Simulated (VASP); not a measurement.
# GaN (F-43m) in VASP: single point with LDA

Aim: the single point of GaN with LDA.

Program: VASP 6.6.1. These are calculated values, not measurements. Logs are shortened: lines on timing, memory, paths and dates and some standing lists are left out, and cuts for length are marked.

### Step 1. The cell of the first run

It takes space group F-43m (No. 216, cubic). The conventional cell has a = 4.455 Å, b = 4.455 Å, c = 4.455 Å, α = 90.00°, β = 90.00°, γ = 90.00°. Ga (site symmetry -43m) has 4 N at 1.93 Å within 2.6 Å. Within 2.6 Å of N (site symmetry -43m) lie 4 Ga at 1.93 Å.

### Step 2. Single point, LDA

INCAR

```
SYSTEM = GaN
PREC = Accurate ; ENCUT = 1330
EDIFF = 1E-6 ; ISMEAR = -1
SIGMA = 0.05 ; LREAL = .FALSE.
LASPH = .TRUE. ; NELM = 120
ALGO = Normal ; ISIF = 2
LWAVE = .FALSE. ; LCHARG = .FALSE.
NBANDS = 16 ; GGA_COMPAT = .FALSE.
```

KPOINTS

```
Automatic mesh
0
G
  16 16 16
  0 0 0
```

POSCAR

```
GaN
1.0
    0.0000000000      2.2277052366      2.2277052366
    2.2277052366      0.0000000000      2.2277052366
    2.2277052366      2.2277052366      0.0000000000
Ga N
1 1
Direct
    0.0000000000      0.0000000000      0.0000000000
    0.2500000000      0.2500000000      0.2500000000
```

Potentials or basis: VASP PAW LDA potentials, release 64 (Ga_d, N_h).

Started as:

```sh
> cat potpaw_LDA.64/Ga_d/POTCAR potpaw_LDA.64/N_h/POTCAR > POTCAR
> mpirun -np 1 vasp_std > vasp.out
```

OUTCAR:

```text
SYSTEM = GaN
   PREC = Accurate
   ENCUT = 1330
   EDIFF = 1E-6
   ISMEAR = -1
   LREAL = .FALSE.
   LASPH = .TRUE.
   NELM = 120
   ISIF = 2

 ion  position               nearest neighbor table
   1  0.000  0.000  0.000-   2 1.93   2 1.93   2 1.93   2 1.93
   2  0.250  0.250  0.250-   1 1.93   1 1.93   1 1.93   1 1.93

  LATTYP: Found a face centered cubic cell.
 ALAT       =     4.4554104732

  Lattice vectors:

 A1 = (   0.0000000000,   2.2277052366,   2.2277052366)
 A2 = (   2.2277052366,   0.0000000000,   2.2277052366)
 A3 = (   2.2277052366,   2.2277052366,   0.0000000000)

Analysis of symmetry for initial positions (statically):
=====================================================================
 Subroutine PRICEL returns:
 Original cell was already a primitive cell.

 Routine SETGRP: Setting up the symmetry group for a
 face centered cubic supercell.

 Subroutine GETGRP returns: Found 24 space group operations
 (whereof 24 operations were pure point group operations)
 out of a pool of 48 trial point group operations.

The static configuration has the point symmetry T_d .

Analysis of symmetry for dynamics (positions and initial velocities):
=====================================================================
 Subroutine PRICEL returns:
 Original cell was already a primitive cell.

 Routine SETGRP: Setting up the symmetry group for a
 face centered cubic supercell.

 Subroutine GETGRP returns: Found 24 space group operations
 (whereof 24 operations were pure point group operations)
 out of a pool of 48 trial point group operations.

The dynamic configuration has the point symmetry T_d .

 Subroutine INISYM returns: Found 24 space group operations
 (whereof 24 operations are pure point group operations),
 and found     1 'primitive' translations

----------------------------------------------------------------------------------------

                                     Primitive cell

  volume of cell :      22.1107

  direct lattice vectors                    reciprocal lattice vectors
     0.000000000  2.227705237  2.227705237    -0.224446211  0.224446211  0.224446211
     2.227705237  0.000000000  2.227705237     0.224446211 -0.224446211  0.224446211
     2.227705237  2.227705237  0.000000000     0.224446211  0.224446211 -0.224446211

  length of vectors
     3.150450959  3.150450959  3.150450959     0.388752241  0.388752241  0.388752241

  position of ions in fractional coordinates (direct lattice)
     0.000000000  0.000000000  0.000000000
     0.250000000  0.250000000  0.250000000

  ion indices of the primitive-cell ions
   primitive index   ion index
                 1           1
                 2           2

----------------------------------------------------------------------------------------

 KPOINTS: Automatic mesh

Automatic generation of k-mesh.
 Grid dimensions read from file:
 generate k-points for:   16   16   16

 Generating k-lattice:

  Cartesian coordinates                     Fractional coordinates (reciprocal lattice)
    -0.014027888  0.014027888  0.014027888     0.062500000  0.000000000  0.000000000
     0.014027888 -0.014027888  0.014027888     0.000000000  0.062500000  0.000000000
     0.014027888  0.014027888 -0.014027888     0.000000000  0.000000000  0.062500000

  Length of vectors
     0.024297015  0.024297015  0.024297015

  Shift w.r.t. Gamma in fractional coordinates (k-lattice)
     0.000000000  0.000000000  0.000000000

 Subroutine IBZKPT returns following result:
 ===========================================

 Found    145 irreducible k-points:

 Following reciprocal coordinates:
            Coordinates               Weight
  0.000000  0.000000  0.000000      1.000000
  0.062500  0.000000  0.000000      8.000000
  0.125000  0.000000  0.000000      8.000000
  0.187500  0.000000  0.000000      8.000000
  0.250000  0.000000  0.000000      8.000000
  0.312500  0.000000  0.000000      8.000000
[... 16 lines left out ...]
 -0.125000  0.062500  0.000000     24.000000
 -0.062500  0.062500  0.000000     12.000000
 [... further k-points ...]
   k-points           NKPTS =    145   k-points in BZ     NKDIM =    145   number of bands    NBANDS=     16
   number of dos      NEDOS =    301   number of ions     NIONS =      2
   total plane-waves  NPLWV =  64000
   dimension x,y,z NGX =    40 NGY =   40 NGZ =   40
   dimension x,y,z NGXF=    80 NGYF=   80 NGZF=   80
   ions per type =               1   1
   NGX,Y,Z   is equivalent  to a cutoff of  21.11, 21.11, 21.11 a.u.
   NGXF,Y,Z  is equivalent  to a cutoff of  42.22, 42.22, 42.22 a.u.
 SYSTEM =  GaN
   PREC   = accura    normal or accurate (medium, high low for compatibility)
   ISTART =      0    job   : 0-new  1-cont  2-samecut
   ICHARG =      2    charge: 1-file 2-atom 10-const
   ISPIN  =      1    spin polarized calculation?
   LNONCOLLINEAR =      F non collinear calculations
   LSORBIT =      F    spin-orbit coupling
   LASPH  =      T    aspherical Exc in radial PAW
   ENCUT  = 1330.0 eV  97.75 Ry    9.89 a.u.   9.37  9.37  9.37*2*pi/ulx,y,z
   NELM   =    120;   NELMIN=  2; NELMDL= -5     # of ELM steps
   EDIFF  = 0.1E-05   stopping-criterion for ELM
   LREAL  =      F    real-space projection
   EDIFFG = 0.1E-04   stopping-criterion for IOM
   NSW    =      0    number of steps for IOM
   IBRION =     -1    ionic relax: 0-MD 1-quasi-New 2-CG
   NFREE  =      0    steps in history (QN), initial steepest desc. (CG)
   ISIF   =      2    stress and relaxation
   ISYM   =      2    0-nonsym 1-usesym 2-fastsym
   POTIM  = 0.5000    time-step for ionic-motion
   TEBEG  =    0.0;   TEEND  =   0.0 temperature during run
   PSTRESS=    0.0 pullay stress
   NELECT =      18.0000    total number of electrons
   NUPDOWN=      -1.0000    fix difference up-down
   EMIN   =  10.00;   EMAX   =-10.00  energy-range for DOS
   EFERMI =   0.00;   METHOD = LEGACY
   ISMEAR =    -1;   SIGMA  =   0.05  broadening in eV -4-tet -1-fermi 0-gaus
   EFERMI_NEDOS =   21; number of points for ismear=-14 and -15
   IALGO  =     38    algorithm
   IMIX   =      4    mixing-type and parameters
     AMIX     =   0.40;   BMIX     =  1.00
     AMIX_MAG =   1.60;   BMIX_MAG =  1.00
  volume/ion in A,a.u.               =      11.06        74.61
  Fermi-wavevector in a.u.,A,eV,Ry     =   1.528614  2.888662 31.792216  2.336662
  Thomas-Fermi vector in A             =   2.636349
   LORBIT       =      0    0 simple, 1 ext, 2 COOP (PROOUT), +10 PAW based schemes
   GGA     = CA    functional components
   LHFCALC =     F    Hartree Fock is set to
   AEXX    =    0.0000 exact exchange contribution
   IVDW    =     0    specifies the selected vdW correction
   LEPSILON=     F    determine dielectric tensor
   LRPA    =     F    only Hartree local field effects (RPA)
 non-spin polarized calculation
  energy-cutoff  :     1330.00
  volume of cell :       22.11
 maximum number of plane-waves:      2468
 NGX is ok and might be reduce to    40
   NGX = 19   NGY = 19   NGZ = 19

 number of electron      18.0000001 magnetization

 Free energy of the ion-electron system (eV)
  ---------------------------------------------------
  ext. energy  EPLUGINS =         0.00000000
  ---------------------------------------------------
  free energy    TOTEN  =       -13.94723082 eV

  energy without entropy =      -13.94723082  energy(sigma->0) =      -13.94723082

 E-fermi :   6.6786     XC(G=0): -12.3189

 val. band max:        5.7378560662   @ k =   0.0000   0.0000   0.0000
 cond. band min:       7.7117060488   @ k =   0.0000   0.0000   0.0000
 fundamental gap:      1.9738499826
 Fermi energy:         6.6785971710

 k-point     1 :       0.0000    0.0000    0.0000
  band No.  band energies     occupation
      1     -10.3685      2.00000
      2      -7.8525      2.00000
      3      -7.8525      2.00000
      4      -7.8525      2.00000
      5      -7.4982      2.00000
      6      -7.4982      2.00000
[... 8 lines left out ...]
     15      24.6821      0.00000
     16      24.6821      0.00000

 k-point     2 :       0.0625    0.0000    0.0000
  band No.  band energies     occupation
      1     -10.3207      2.00000
      2      -7.8464      2.00000
      3      -7.8464      2.00000
      4      -7.8387      2.00000
      5      -7.4989      2.00000
      6      -7.4989      2.00000
[... 8 lines left out ...]
     15      23.9390      0.00000
     16      23.9390      0.00000

 k-point     3 :       0.1250    0.0000    0.0000
  band No.  band energies     occupation
      1     -10.1856      2.00000
      2      -7.8298      2.00000
      3      -7.8298      2.00000
      4      -7.7894      2.00000
      5      -7.5001      2.00000
      6      -7.5001      2.00000
[... 8 lines left out ...]
     15      23.1020      0.00000
     16      23.1020      0.00000

 k-point     4 :       0.1875    0.0000    0.0000
  band No.  band energies     occupation
      1      -9.9899      2.00000
      2      -7.8073      2.00000
      3      -7.8073      2.00000
      4      -7.6806      2.00000
      5      -7.4993      2.00000
      6      -7.4993      2.00000
[... 8 lines left out ...]
     15      22.6552      0.00000
     16      22.6552      0.00000

 k-point     5 :       0.2500    0.0000    0.0000
  band No.  band energies     occupation
      1      -9.7777      2.00000
      2      -7.7853      2.00000
      3      -7.7853      2.00000
      4      -7.4932      2.00000
      5      -7.4932      2.00000
      6      -7.4759      2.00000
[... 8 lines left out ...]
     15      22.7192      0.00000
     16      22.7192      0.00000

 k-point     6 :       0.3125    0.0000    0.0000
  band No.  band energies     occupation
      1      -9.5977      2.00000
      2      -7.7692      2.00000
      3      -7.7692      2.00000
      4      -7.4807      2.00000
      5      -7.4807      2.00000
      6      -7.1474      2.00000
[... 8 lines left out ...]
     15      23.2796      0.00000
     16      23.2796      0.00000

 k-point     7 :       0.3750    0.0000    0.0000
  band No.  band energies     occupation
      1      -9.4769      2.00000
      2      -7.7605      2.00000
      3      -7.7605      2.00000
      4      -7.4647      2.00000
      5      -7.4647      2.00000
      6      -6.7182      2.00000
[... 8 lines left out ...]
     15      24.1798      0.00000
     16      24.1798      0.00000

 k-point     8 :       0.4375    0.0000    0.0000
  band No.  band energies     occupation
      1      -9.4131      2.00000
      2      -7.7571      2.00000
      3      -7.7571      2.00000
      4      -7.4513      2.00000
      5      -7.4513      2.00000
      6      -6.3038      2.00000
[... 8 lines left out ...]
     15      25.1371      0.00000
     16      25.1371      0.00000

 k-point     9 :       0.5000    0.0000    0.0000
  band No.  band energies     occupation
      1      -9.3937      2.00000
      2      -7.7563      2.00000
      3      -7.7563      2.00000
      4      -7.4462      2.00000
      5      -7.4462      2.00000
      6      -6.1188      2.00000
[... 8 lines left out ...]
     15      25.6113      0.00000
     16      25.6113      0.00000
[... 172 lines left out ...]
 k-point    19 :      -0.3750    0.0625    0.0000
  band No.  band energies     occupation
      1      -9.4361      2.00000
      2      -7.7563      2.00000
      3      -7.7520      2.00000
      4      -7.4709      2.00000
      5      -7.4603      2.00000
      6      -6.5317      2.00000
[... 8 lines left out ...]
     15      23.8170      0.00000
     16      25.1261      0.00000

 k-point    20 :      -0.3125    0.0625    0.0000
  band No.  band energies     occupation
      1      -9.5327      2.00000
      2      -7.7609      2.00000
      3      -7.7605      2.00000
      4      -7.4900      2.00000
      5      -7.4747      2.00000
      6      -6.9715      2.00000
[... 8 lines left out ...]
     15      22.7402      0.00000
     16      24.4866      0.00000

 k-point    21 :      -0.2500    0.0625    0.0000
  band No.  band energies     occupation
      1      -9.6882      2.00000
      2      -7.7762      2.00000
      3      -7.7722      2.00000
      4      -7.5044      2.00000
      5      -7.4984      2.00000
      6      -7.3327      2.00000
[... 8 lines left out ...]
     15      21.9872      0.00000
     16      24.0282      0.00000

 k-point    22 :      -0.1875    0.0625    0.0000
  band No.  band energies     occupation
      1      -9.8876      2.00000
      2      -7.7983      2.00000
      3      -7.7906      2.00000
      4      -7.6151      2.00000
      5      -7.5104      2.00000
      6      -7.4756      2.00000
[... 8 lines left out ...]
     15      22.0902      0.00000
     16      24.0453      0.00000

 k-point    23 :      -0.1250    0.0625    0.0000
  band No.  band energies     occupation
      1     -10.0885      2.00000
      2      -7.8215      2.00000
      3      -7.8126      2.00000
      4      -7.7475      2.00000
      5      -7.5091      2.00000
      6      -7.4904      2.00000
[... 8 lines left out ...]
     15      22.3908      0.00000
     16      24.4229      0.00000

 k-point    24 :      -0.0625    0.0625    0.0000
  band No.  band energies     occupation
      1     -10.2438      2.00000
      2      -7.8392      2.00000
      3      -7.8327      2.00000
      4      -7.8150      2.00000
      5      -7.5042      2.00000
      6      -7.4953      2.00000
[... 8 lines left out ...]
     15      22.9873      0.00000
     16      24.4764      0.00000

 [... further k-points ...]

------------------------ aborting loop because EDIFF is reached ----------------------------------------

  FORCE on cell =-STRESS in cart. coord.  units (eV):
  Direction    XX          YY          ZZ          XY          YZ          ZX
  --------------------------------------------------------------------------------------
  -------------------------------------------------------------------------------------
  Total        0.1354565      0.1354565      0.1354565      0.0000000      0.0000000     -0.0000000
  in kB        9.8153856      9.8153856      9.8153856      0.0000000      0.0000000     -0.0000000
  external PRESSURE =       9.8153856 kB  Pullay stress =       0.0000000 kB

 VOLUME and BASIS-vectors are now :
 -----------------------------------------------------------------------------
  energy-cutoff  :     1330.00
  volume of cell :       22.11
      direct lattice vectors                 reciprocal lattice vectors
     0.000000000  2.227705237  2.227705237    -0.224446211  0.224446211  0.224446211
     2.227705237  0.000000000  2.227705237     0.224446211 -0.224446211  0.224446211
     2.227705237  2.227705237  0.000000000     0.224446211  0.224446211 -0.224446211

 POSITION                                       TOTAL-FORCE (eV/Angst)
 -----------------------------------------------------------------------------------
      0.00000      0.00000      0.00000         0.000000     -0.000000     -0.000000
      1.11385      1.11385      1.11385        -0.000000      0.000000      0.000000
 -----------------------------------------------------------------------------------
    total drift:                               -0.000000     -0.000000     -0.000000

  FREE ENERGIE OF THE ION-ELECTRON SYSTEM (eV)
  ---------------------------------------------------
  free  energy   TOTEN  =       -13.9472308216 eV

  energy  without entropy=      -13.9472308216  energy(sigma->0) =      -13.94723082
```

Wall time 2.1 min (1 thread of Intel Xeon Platinum 8375C at 2.90GHz (Ice Lake), shared host); peak memory 0.35 GiB.

What came out:

```yaml
Free_energy: -13.9472 eV
Pressure: 1.0 GPa
Band_gap_on_the_k_mesh: 1.97 eV
```

Levels at points of the mesh, in eV from the valence-band top:
```csv
k point,band 6,band 7,band 8,band 9,band 10,band 11,band 12,band 13
"(0.00, 0.00, 0.00)",-13.24,0.00,0.00,0.00,1.97,10.33,10.33,10.33
"(0.50, 0.00, 0.00)",-11.86,-7.35,-1.02,-1.02,4.78,8.77,10.39,10.39
"(0.50, 0.50, 0.00)",-11.38,-6.35,-2.86,-2.86,3.26,6.69,11.75,14.12
```
